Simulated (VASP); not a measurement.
A run of VASP 6.6.1 is set up as follows.

Contents of INCAR:

```
SYSTEM = B4P3
PREC = Accurate
ENCUT = 520
EDIFF = 1E-6
ISMEAR = -5
SIGMA = 0.05
LREAL = .FALSE.
LASPH = .TRUE.
NELM = 80
ALGO = Normal
ISIF = 2
LWAVE = .FALSE.
LCHARG = .FALSE.
GGA = PS
NBANDS = 40
NELECT = 52.0
```

KPOINTS

```
Automatic mesh
0
Gamma
  2 2 2
  0.5 0.5 0.5
```

Contents of POSCAR:

```
B4P3
1.0
    9.0403780000      0.0000000000      0.0000000000
    0.0000000000      4.5201890000      0.0000000000
    0.0000000000      0.0000000000      4.5201890000
B P
8 6
Direct
    0.0033630000      0.0352880000      0.0139560000
    0.4900900000      0.0016510000      0.9797070000
    0.2590000000      0.4963450000      0.0300050000
    0.7542320000      0.4836590000      0.0079330000
    0.2525970000      0.0305900000      0.4781730000
    0.7389300000      0.9841490000      0.5042060000
    0.9956020000      0.4915600000      0.4973970000
    0.4967690000      0.4659830000      0.5044250000
    0.1390580000      0.2191700000      0.2625120000
    0.8736590000      0.7327120000      0.2430680000
    0.3709300000      0.2651520000      0.7400540000
    0.8843470000      0.2623720000      0.7467540000
    0.1100950000      0.7508760000      0.7420340000
    0.6187490000      0.7432700000      0.7594960000
```

Potentials or basis: VASP PAW PBE potentials, release 64 (B, P).

The run is started by

```sh
$ cat potpaw_PBE.64/B/POTCAR potpaw_PBE.64/P/POTCAR > POTCAR
$ mpirun -np 1 vasp_std > vasp.out
```

Problem. What does it give for the largest force?

Solution. 7.577 eV/Å.

Forces on the atoms (eV/Å):
```
B   -0.741 -2.749 -1.545
B   -0.064 -0.269  0.278
B   -1.355  0.909 -1.616
B   -0.185  0.983 -1.520
B    2.100 -4.895  5.388
B    2.183  0.186  0.402
B    1.281  0.820 -0.534
B    1.812  1.795 -0.902
P   -3.008  5.303 -3.417
P   -0.879  1.585  0.726
P   -0.953 -1.411  1.442
P   -3.105 -1.855  0.620
P    3.228  0.726  1.033
P   -0.314 -1.127 -0.354
```

Caveat: the k points lie up to 0.70 Å⁻¹ apart; the cell carries a net charge on a neutralising background, which shifts energy and pressure; the PAW data sets were made with another functional, which shifts forces and pressure a little.
